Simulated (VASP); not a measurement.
Input of a VASP 6.6.1 run:

The input INCAR:

```
SYSTEM = Rb
PREC = Accurate
ENCUT = 520
EDIFF = 1E-6
ISMEAR = 0
SIGMA = 0.1
LREAL = .FALSE.
LASPH = .TRUE.
NELM = 80
ALGO = Fast
ISIF = 2
LWAVE = .FALSE.
LCHARG = .FALSE.
GGA = PE
NBANDS = 16
```

Contents of KPOINTS:

```
regular mesh
0
G
  9 9 6
  0 0 0
```

The input POSCAR:

```
Rb
1.0
    5.2534210565      0.0000000000      0.0000000000
   -2.6267105283      4.5495960917      0.0000000000
    0.0000000000      0.0000000000      8.9694333420
Rb
2
Direct
    0.3333333300      0.6666666700      0.2500000000
    0.6666666700      0.3333333300      0.7500000000
```

Potentials or basis: VASP PAW PBE potentials, release 64 (Rb_sv).

The run is started by

```bash
$ cat potpaw_PBE.64/Rb_sv/POTCAR > POTCAR
$ mpirun -np 1 vasp_std > vasp.out
```

Q: What does it give for the band gap on the k mesh?

A: Zero (bands 9 and 10 overlap by 2.29 eV).

Q: Estimate the pressure.

A: -0.3 GPa.

Caveat: the cell differs from its parent crystal (strained).
